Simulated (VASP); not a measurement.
Wanted: the native input for a VASP 6.6.1 run.

* Task: relaxation of cell and atoms
* Functional: PBEsol
* Dispersion: D3(BJ)
* Potentials or basis: VASP PAW PBE potentials, release 64 (La, H)
* Cutoff: 600 eV
* k mesh: 6 × 6 × 6
* Occupations: fermi-dirac, width 0.15 eV
* Spin: no spin polarisation
* Dipole correction: no
* Further INCAR settings: ALGO = Normal; EDIFF = 1e-07; IBRION = 2; EDIFFG = -0.01; NSW = 80; ISIF = 3

The structure of LaH3 lies in POSCAR:

```
LaH3
1.0
    0.0000000000      2.7864790000      2.7864790000
    2.7864790000      0.0000000000      2.7864790000
    2.7864790000      2.7864790000      0.0000000000
La H
1 3
Direct
    0.0000000000      0.0000000000      0.0000000000
    0.5000000000      0.5000000000      0.5000000000
    0.7500000000      0.7500000000      0.7500000000
    0.2500000000      0.2500000000      0.2500000000
```

The input as run:

INCAR

```
PREC = Accurate ; ENCUT = 600
EDIFF = 1E-7 ; ISMEAR = -1
SIGMA = 0.15 ; LREAL = False
LASPH = True ; NELM = 60
ALGO = Normal ; ISIF = 3
LWAVE = False ; LCHARG = False
GGA = PS ; IVDW = 12
IBRION = 2 ; NSW = 80
EDIFFG = -0.01
```

KPOINTS

```
regular mesh
0
Gamma
  6 6 6
```

Potentials or basis: VASP PAW PBE potentials, release 64 (La, H).

Run with:

```sh
$ cat potpaw_PBE.64/La/POTCAR potpaw_PBE.64/H/POTCAR > POTCAR
$ mpirun -np 1 vasp_std > vasp.out
```

Results of the run:

| Item | Value |
| --- | --- |
| Relaxed volume | 10.06 Å³/atom |
| Relaxed cell | a = 3.846 Å, b = 3.846 Å, c = 3.846 Å, α = 60.00°, β = 60.00°, γ = 60.00° |
| Space group after relaxing (to 0.05 Å) | Fm-3m (No. 225) |
| Energy gained by relaxing | 14.8 meV/atom |
| Ionic steps | 3 |
| Pressure after relaxing | -0.1 GPa |
| Band gap on the k mesh | zero (band 7 reaches 8.60 eV, above the bottom of band 8 at 8.41 eV) |
| Dispersion energy per atom | -0.189 eV |

Caveat: the PAW data sets were made with another functional, which shifts forces and pressure a little; spin-orbit coupling is left out, which moves the levels of the heavy elements; pairwise dispersion overbinds metals, which lowers pressure and volume.

Wall time 33 s on 1 thread of Intel(R) Xeon(R) Platinum 8375C CPU @ 2.90GHz (Ice Lake), on a shared host, peak memory 0.2 GiB.
